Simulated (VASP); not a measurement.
A run of VASP 6.6.1 is set up as follows.

The input INCAR:

```
PREC     = Accurate       # precision mode
ENCUT    = 600            # plane-wave cutoff, eV
EDIFF    = 1E-6           # SCF threshold, eV
ISMEAR   = 0              # smearing method
SIGMA    = 0.1            # smearing width, eV
LREAL    = F              # projectors in reciprocal space
LASPH    = T              # aspherical terms in the spheres
NELM     = 100            # most SCF steps
ALGO     = Fast           # electronic algorithm
ISIF     = 3              # what is computed and relaxed
LWAVE    = F              # write WAVECAR
LCHARG   = F              # write CHGCAR
GGA      = PE             # functional
IBRION   = 2              # ionic algorithm
NSW      = 80             # ionic steps
EDIFFG   = -0.001         # ionic threshold
```

File KPOINTS:

```
regular mesh
0
Gamma
  12 12 4
```

The input POSCAR:

```
AlRu4
1.0
    2.7502126722      0.0000000000      0.0000000000
   -1.3751063361      2.3817540399      0.0000000000
    0.0000000000      0.0000000000     10.5923267618
Al Ru
1 4
Direct
    0.0000000000      0.0000000000      0.0000000000
    0.3333333333      0.6666666667      0.1999960952
    0.6666666667      0.3333333333      0.8000039048
    0.6666666667      0.3333333333      0.4019093370
    0.3333333333      0.6666666667      0.5980906630
```

Potentials or basis: VASP PAW PBE potentials, release 64 (Al, Ru_pv).

Launch:

```bash
$ cat potpaw_PBE.64/Al/POTCAR potpaw_PBE.64/Ru_pv/POTCAR > POTCAR
$ mpirun -np 1 vasp_std > vasp.out
```

**Question.** What does it give for the relaxed volume?

**Answer.** 13.87 Å³/atom.

**Question.** What does it give for the relaxed cell?

**Answer.** a = 2.750 Å, b = 2.750 Å, c = 10.591 Å, α = 90.00°, β = 90.00°, γ = 120.00°.

Final structure:
```
CELL_PARAMETERS angstrom
2.74986 0.00000 0.00000
-1.37493 2.38145 0.00000
0.00000 0.00000 10.59091
ATOMIC_POSITIONS crystal
Al 0.00000 0.00000 0.00000
Ru 0.33333 0.66667 0.20000
Ru 0.66667 0.33333 0.80000
Ru 0.66667 0.33333 0.40188
Ru 0.33333 0.66667 0.59812
```
